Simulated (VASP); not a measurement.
Runs of VASP 6.6.1 on PbS. The structure is that of space group Fm-3m (No. 225), or close to it. The cells are those of the table. 

```csv
level,cell,k mesh,smearing,gap on the mesh (eV),pressure (GPa)
r2SCAN,"a = 4.013 Å, angles 60.0°, 2 atoms",8 × 8 × 8,gaussian 0.01 eV,none,12.2
PBE,"a = 4.225 Å, angles 60.0°, 2 atoms",4 × 4 × 4,gaussian 0.01 eV,0.44,0.9
PBE,"a = 4.225, b = 4.331, c = 4.331 Å, angles 58.4, 60.8, 60.8°, 2 atoms",4 × 4 × 4,gaussian 0.01 eV,0.55,-1.2
PBE,"a = 4.225, b = 4.331, c = 4.331 Å, angles 58.4, 60.8, 60.8°, 2 atoms",8 × 8 × 8,fermi-dirac 0.02 eV,0.55,-1.3
PBE,"a = 4.225 Å, angles 60.0°, 2 atoms",8 × 8 × 8,fermi-dirac 0.02 eV,0.44,0.9
PBE,"a = 4.013 Å, angles 60.0°, 2 atoms",8 × 8 × 8,fermi-dirac 0.02 eV,0.22,12.7
r2SCAN,"a = 4.225, b = 4.331, c = 4.331 Å, angles 58.4, 60.8, 60.8°, 2 atoms",8 × 8 × 8,gaussian 0.01 eV,0.81,(b)
r2SCAN,"a = 4.239 Å, angles 59.8°, 2 atoms",8 × 8 × 8,gaussian 0.01 eV,0.69,-0.3
r2SCAN,"a = 4.225 Å, angles 60.0°, 2 atoms",8 × 8 × 8,gaussian 0.01 eV,0.70,(a)
```

Alike in all rows: task single point; potentials or basis VASP PAW PBE potentials, release 64 (Pb_d, S); no spin polarisation; cutoff (eV) 520.

Estimate the missing entries.

(a) 0.0; (b) -2.3.

Caveats: some runs use coarse meshes; spin-orbit coupling is left out, which moves the levels of the heavy elements; the PAW data sets were made with another functional, which shifts forces and pressure a little (some runs).

A k mesh can miss the band edges, and the runs leave out spin-orbit coupling on Pb.

A gap of «none» marks levels without a gap at the run's occupations.
